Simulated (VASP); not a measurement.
# CuO (Cccm) in VASP: further runs, part 2 of 2

VASP 6.6.1.

## (3) Single point, BLYP+D3(BJ)

This run uses another cell than the first one, of 10.98 Å³/atom.

File INCAR:

```
SYSTEM = CuO
PREC = Accurate
ENCUT = 520
EDIFF = 1E-7
ISMEAR = -1
SIGMA = 0.05
LREAL = .False.
LASPH = .True.
NELM = 100
ALGO = Normal
ISIF = 2
LWAVE = .False.
LCHARG = .False.
GGA = B5
ALDAX = 1.0
AGGAX = 1.0
AGGAC = 1.0
ALDAC = 0.0
IVDW = 12
VDW_S6 = 1.0
VDW_S8 = 2.6996
VDW_A1 = 0.4298
VDW_A2 = 4.2359
NBANDS = 25
```

File KPOINTS:

```
Automatic mesh
0
Gamma
  9 9 5
  0 0 0
```

File POSCAR:

```
CuO
1.0
    2.0544629344     -2.0636526814      0.0000000000
    2.0544629344      2.0636526814      0.0000000000
    0.0000000000      0.0000000000      5.1778504660
Cu O
2 2
Direct
    0.5000000000      0.0000000000      0.0000000000
    0.0000000000      0.5000000000      0.5000000000
    0.5000000000      0.5000000000      0.2500000000
    0.5000000000      0.5000000000      0.7500000000
```

Potentials or basis: VASP PAW PBE potentials, release 64 (Cu, O).

Command:

```console
$ cat potpaw_PBE.64/Cu/POTCAR potpaw_PBE.64/O/POTCAR > POTCAR
$ mpirun -np 1 vasp_std > vasp.out
```

OUTCAR:

```text
SYSTEM = CuO
   PREC = Accurate
   ENCUT = 520
   EDIFF = 1E-7
   ISMEAR = -1
   LREAL = .False.
   LASPH = .True.
   NELM = 100
   ISIF = 2
   GGA = B5
   IVDW = 12
 IVDW          = 12

 ion  position               nearest neighbor table
   1  0.500  0.000  0.000-   3 1.95   4 1.95   3 1.95   4 1.95
   2  0.000  0.500  0.500-   3 1.95   4 1.95   3 1.95   4 1.95
   3  0.500  0.500  0.250-   1 1.95   2 1.95   1 1.95   2 1.95
   4  0.500  0.500  0.750-   1 1.95   2 1.95   1 1.95   2 1.95

  LATTYP: Found a base centered orthorhombic cell.
 ALAT       =     4.1089258688
 B/A-ratio  =     1.0044730654
 C/A-ratio  =     1.2601469657

  Lattice vectors:

 A1 = (   2.0544629344,  -2.0636526814,   0.0000000000)
 A2 = (   2.0544629344,   2.0636526814,   0.0000000000)
 A3 = (   0.0000000000,   0.0000000000,   5.1778504660)

Analysis of symmetry for initial positions (statically):
=====================================================================
 Subroutine PRICEL returns:
 Original cell was already a primitive cell.

 Routine SETGRP: Setting up the symmetry group for a
 base centered orthorhombic supercell.

 Subroutine GETGRP returns: Found  8 space group operations
 (whereof  4 operations were pure point group operations)
 out of a pool of  8 trial point group operations.

The static configuration has the point symmetry C_2h.
 The point group associated with its full space group is D_2h.

Analysis of symmetry for dynamics (positions and initial velocities):
=====================================================================
 Subroutine PRICEL returns:
 Original cell was already a primitive cell.

 Routine SETGRP: Setting up the symmetry group for a
 base centered orthorhombic supercell.

 Subroutine GETGRP returns: Found  8 space group operations
 (whereof  4 operations were pure point group operations)
 out of a pool of  8 trial point group operations.

The dynamic configuration has the point symmetry C_2h.
 The point group associated with its full space group is D_2h.

 Subroutine INISYM returns: Found  8 space group operations
 (whereof  4 operations are pure point group operations),
 and found     1 'primitive' translations

----------------------------------------------------------------------------------------

                                     Primitive cell

  volume of cell :      43.9050

  direct lattice vectors                    reciprocal lattice vectors
     2.054462934 -2.063652681  0.000000000     0.243372607 -0.242288833  0.000000000
     2.054462934  2.063652681  0.000000000     0.243372607  0.242288833  0.000000000
     0.000000000  0.000000000  5.177850466     0.000000000  0.000000000  0.193130336

  length of vectors
     2.911954728  2.911954728  5.177850466     0.343415353  0.343415353  0.193130336

  position of ions in fractional coordinates (direct lattice)
     0.500000000  0.000000000  0.000000000
     0.000000000  0.500000000  0.500000000
     0.500000000  0.500000000  0.250000000
     0.500000000  0.500000000  0.750000000

  ion indices of the primitive-cell ions
   primitive index   ion index
                 1           1
                 2           2
                 3           3
                 4           4
[... 23 lines left out ...]
 ===========================================

 Found     75 irreducible k-points:

 Following reciprocal coordinates:
            Coordinates               Weight
  0.000000  0.000000  0.000000      1.000000
  0.111111  0.000000  0.000000      4.000000
  0.222222  0.000000  0.000000      4.000000
  0.333333  0.000000  0.000000      4.000000
  0.444444  0.000000  0.000000      4.000000
  0.111111  0.111111  0.000000      2.000000
[... 16 lines left out ...]
 -0.333333  0.333333  0.000000      2.000000
  0.444444  0.444444  0.000000      2.000000
 [... further k-points ...]
   k-points           NKPTS =     75   k-points in BZ     NKDIM =     75   number of bands    NBANDS=     25
   number of dos      NEDOS =    301   number of ions     NIONS =      4
   total plane-waves  NPLWV =  23040
   dimension x,y,z NGX =    24 NGY =   24 NGZ =   40
   dimension x,y,z NGXF=    48 NGYF=   48 NGZF=   80
   ions per type =               2   2
   NGX,Y,Z   is equivalent  to a cutoff of  13.70, 13.70, 12.84 a.u.
   NGXF,Y,Z  is equivalent  to a cutoff of  27.40, 27.40, 25.69 a.u.
 SYSTEM =  CuO
   PREC   = accura    normal or accurate (medium, high low for compatibility)
   ISTART =      0    job   : 0-new  1-cont  2-samecut
   ICHARG =      2    charge: 1-file 2-atom 10-const
   ISPIN  =      1    spin polarized calculation?
   LNONCOLLINEAR =      F non collinear calculations
   LSORBIT =      F    spin-orbit coupling
   LASPH  =      T    aspherical Exc in radial PAW
   ENCUT  =  520.0 eV  38.22 Ry    6.18 a.u.   5.41  5.41  9.63*2*pi/ulx,y,z
   NELM   =    100;   NELMIN=  2; NELMDL= -5     # of ELM steps
   EDIFF  = 0.1E-06   stopping-criterion for ELM
   LREAL  =      F    real-space projection
   EDIFFG = 0.1E-05   stopping-criterion for IOM
   NSW    =      0    number of steps for IOM
   IBRION =     -1    ionic relax: 0-MD 1-quasi-New 2-CG
   NFREE  =      0    steps in history (QN), initial steepest desc. (CG)
   ISIF   =      2    stress and relaxation
   ISYM   =      2    0-nonsym 1-usesym 2-fastsym
   POTIM  = 0.5000    time-step for ionic-motion
   TEBEG  =    0.0;   TEEND  =   0.0 temperature during run
   PSTRESS=    0.0 pullay stress
   NELECT =      34.0000    total number of electrons
   NUPDOWN=      -1.0000    fix difference up-down
   EMIN   =  10.00;   EMAX   =-10.00  energy-range for DOS
   EFERMI =   0.00;   METHOD = LEGACY
   ISMEAR =    -1;   SIGMA  =   0.05  broadening in eV -4-tet -1-fermi 0-gaus
   EFERMI_NEDOS =   21; number of points for ismear=-14 and -15
   IALGO  =     38    algorithm
   IMIX   =      4    mixing-type and parameters
     AMIX     =   0.40;   BMIX     =  1.00
     AMIX_MAG =   1.60;   BMIX_MAG =  1.00
  volume/ion in A,a.u.               =      10.98        74.07
  Fermi-wavevector in a.u.,A,eV,Ry     =   1.503360  2.840939 30.750410  2.260091
  Thomas-Fermi vector in A             =   2.614480
   LORBIT       =      0    0 simple, 1 ext, 2 COOP (PROOUT), +10 PAW based schemes
   GGA     = B5    functional components
   LHFCALC =     F    Hartree Fock is set to
   AEXX    =    0.0000 exact exchange contribution
   IVDW    =    12    specifies the selected vdW correction
   LEPSILON=     F    determine dielectric tensor
   LRPA    =     F    only Hartree local field effects (RPA)
 non-spin polarized calculation
  energy-cutoff  :      520.00
  volume of cell :       43.91
 maximum number of plane-waves:      1201
 NGX is ok and might be reduce to    24
   NGX = 11   NGY = 11   NGZ = 19

 number of electron      33.9999999 magnetization

 Free energy of the ion-electron system (eV)
  ---------------------------------------------------
  ext. energy  EPLUGINS =         0.00000000
  ---------------------------------------------------
  free energy    TOTEN  =       -18.23221359 eV

  energy without entropy =      -18.21258328  energy(sigma->0) =      -18.22239843

 E-fermi :   5.2986     XC(G=0): -10.8604

 val. band max:        5.2692675238   @ k =   0.4444   0.4444   0.4000
 cond. band min:       5.3265426584   @ k =   0.4444   0.0000   0.2000
 fundamental gap:      0.0572751346
 Fermi energy:         5.2985686841

 k-point     1 :       0.0000    0.0000    0.0000
  band No.  band energies     occupation
      1     -14.4007      2.00000
      2     -13.1277      2.00000
      3      -2.7553      2.00000
      4      -0.1071      2.00000
      5      -0.0983      2.00000
      6       1.5345      2.00000
[... 661 lines left out ...]
     24      16.7444      0.00000
     25      17.5523      0.00000

 [... further k-points ...]

------------------------ aborting loop because EDIFF is reached ----------------------------------------

 Edisp (eV)   -2.26141

 E8    (eV) :    -1.5669

  FORCE on cell =-STRESS in cart. coord.  units (eV):
  Direction    XX          YY          ZZ          XY          YZ          ZX
  --------------------------------------------------------------------------------------
  -------------------------------------------------------------------------------------
  Total       0.20127     0.18750     0.33304     0.00000     0.00000     0.00000
  in kB       7.34465     6.84209    12.15317     0.00000     0.00000     0.00000
  external pressure =        8.78 kB  Pullay stress =        0.00 kB

 VOLUME and BASIS-vectors are now :
 -----------------------------------------------------------------------------
  energy-cutoff  :      520.00
  volume of cell :       43.91
      direct lattice vectors                 reciprocal lattice vectors
     2.054462934 -2.063652681  0.000000000     0.243372607 -0.242288833  0.000000000
     2.054462934  2.063652681  0.000000000     0.243372607  0.242288833  0.000000000
     0.000000000  0.000000000  5.177850466     0.000000000  0.000000000  0.193130336

 POSITION                                       TOTAL-FORCE (eV/Angst)
 -----------------------------------------------------------------------------------
      1.02723     -1.03183      0.00000        -0.000000      0.000000      0.000000
      1.02723      1.03183      2.58893         0.000000      0.000000      0.000000
      2.05446      0.00000      1.29446         0.000000      0.000000      0.000000
      2.05446      0.00000      3.88339         0.000000     -0.000000      0.000000
 -----------------------------------------------------------------------------------
    total drift:                                0.000000     -0.000000     -0.000000

  FREE ENERGIE OF THE ION-ELECTRON SYSTEM (eV)
  ---------------------------------------------------
  free  energy   TOTEN  =       -20.4936236616 eV

  energy  without entropy=      -20.4739933540  energy(sigma->0) =      -20.48380851
```

OSZICAR:

```text
N       E                     dE             d eps       ncg     rms          rms(c)
DAV:   1     0.309434425661E+03    0.30943E+03   -0.16351E+04  3918   0.211E+03
DAV:   2     0.160060694382E+02   -0.29343E+03   -0.26951E+03  3795   0.397E+02
DAV:   3    -0.236735066441E+02   -0.39680E+02   -0.37576E+02  4760   0.163E+02
DAV:   4    -0.250776637957E+02   -0.14042E+01   -0.13958E+01  4623   0.323E+01
DAV:   5    -0.251075286641E+02   -0.29865E-01   -0.29846E-01  4850   0.421E+00    0.184E+01
DAV:   6    -0.219805981679E+02    0.31269E+01   -0.40246E+01  5303   0.153E+02    0.137E+01
DAV:   7    -0.181557919313E+02    0.38248E+01   -0.11101E+01  4615   0.117E+02    0.260E+00
DAV:   8    -0.182704508118E+02   -0.11466E+00   -0.16731E+00  3992   0.881E+00    0.164E+00
DAV:   9    -0.182394132098E+02    0.31038E-01   -0.59027E-02  6004   0.731E+00    0.633E-01
DAV:  10    -0.182329526709E+02    0.64605E-02   -0.16119E-02  5814   0.247E+00    0.357E-01
DAV:  11    -0.182322322697E+02    0.72040E-03   -0.93624E-03  5591   0.850E-01    0.670E-02
DAV:  12    -0.182322031991E+02    0.29071E-04   -0.33766E-04  4766   0.203E-01    0.354E-02
DAV:  13    -0.182322172144E+02   -0.14015E-04   -0.10643E-04  5739   0.124E-01    0.136E-02
DAV:  14    -0.182322135484E+02    0.36659E-05   -0.59198E-06  6307   0.696E-02    0.378E-03
DAV:  15    -0.182322136495E+02   -0.10110E-06   -0.19653E-06  5032   0.140E-02    0.940E-04
DAV:  16    -0.182322135857E+02    0.63808E-07   -0.29877E-08  2999   0.642E-03
   1 F= -.20493624E+02 E0= -.20483809E+02  d E =-.196303E-01
```

stdout:

```text
POSCAR found type information on POSCAR CuO
 POSCAR found :  2 types and       4 ions
 scaLAPACK will be used
 -----------------------------------------------------------------------------
|                                                                             |
|                                                                             |
|     You enforced a specific xc type in the INCAR file but a different       |
|     I HOPE YOU KNOW WHAT YOU ARE DOING!                                     |
|                                                                             |
 -----------------------------------------------------------------------------

 LDA part: xc-table for (Slater(with rela. corr.)+VWN5), standard interpolation
 POSCAR, INCAR and KPOINTS ok, starting setup
 FFT: planning ... GRIDC
 FFT: planning ... GRID_SOFT
 FFT: planning ... GRID
 WAVECAR not read
 entering main loop
```

Wall time 78 s (1 thread of Intel Xeon Platinum 8488C (Sapphire Rapids), shared host); peak memory 0.21 GiB.

What came out:

| Property | Result |
| --- | --- |
| Free energy | -20.4936 eV |
| Pressure | 0.9 GPa |
| Band gap on the k mesh | zero (bands 17 and 18 overlap by 0.91 eV) |
| Dispersion energy per atom | -0.565 eV |

Levels at points of the mesh, in eV from the Fermi level:
| k point | band 15 | band 16 | band 17 | band 18 | band 19 | band 20 |
| --- | --- | --- | --- | --- | --- | --- |
| (0.00, 0.00, 0.00) | -2.35 | -2.03 | 0.67 | 0.68 | 1.61 | 6.48 |

Caveat: the PAW data sets were made with another functional, which shifts forces and pressure a little; semilocal functionals often make such compounds metallic where correlation or magnetic order opens a gap, which also shifts bond lengths.

The gap in the log of VASP goes by the Fermi energy; the results here count the filled bands.